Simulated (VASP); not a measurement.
Wanted: the native input for a VASP 6.6.1 run.

```
Task                   : relaxation of cell and atoms
Functional             : PBE
Potentials or basis    : VASP PAW PBE potentials, release 64 (Li_sv, Cl)
Cutoff                 : 600 eV
k mesh                 : 6 × 6 × 4
Occupations            : gaussian, width 0.1 eV
Spin                   : no spin polarisation
Dipole correction      : no
Further INCAR settings : ALGO = Normal; EDIFF = 1e-06; IBRION = 2; EDIFFG = -0.04; NSW = 90; ISIF = 3
```

The structure of LiCl lies in POSCAR:

```
LiCl
1.0
    3.6076615462      0.0000000000      0.0000000000
   -1.8038307731      3.1243265473      0.0000000000
    0.0000000000      0.0000000000      6.0626442207
Li Cl
2 2
Direct
    0.0000000000      0.0000000000      0.5000000000
    0.0000000000      0.0000000000      0.0000000000
    0.6666666667      0.3333333333      0.2500000000
    0.3333333333      0.6666666667      0.7500000000
```

The input as run:

INCAR

```
PREC = Accurate
ENCUT = 600
EDIFF = 1E-6
ISMEAR = 0
SIGMA = 0.1
LREAL = F
LASPH = T
NELM = 80
ALGO = Normal
ISIF = 3
LWAVE = F
LCHARG = F
GGA = PE
IBRION = 2
NSW = 90
EDIFFG = -0.04
```

KPOINTS

```
regular mesh
0
Gamma
  6 6 4
```

Potentials or basis: VASP PAW PBE potentials, release 64 (Li_sv, Cl).

Command:

```console
$ cat potpaw_PBE.64/Li_sv/POTCAR potpaw_PBE.64/Cl/POTCAR > POTCAR
$ mpirun -np 1 vasp_std > vasp.out
```

Results of the run:

The pressure after relaxing is -0.2 GPa. The band gap on the k mesh is 6.23 eV, direct.

Caveat: the cutoff is under 1.25 times the usual one of these potentials, so pressure, stress and relaxed cells hold a basis-set (Pulay) error; the relaxation stopped at its first step, so nothing moved.

It took 14 s on 1 thread of Intel(R) Xeon(R) 6975P-C (Granite Rapids), with other jobs on the host, peak memory 0.19 GiB.
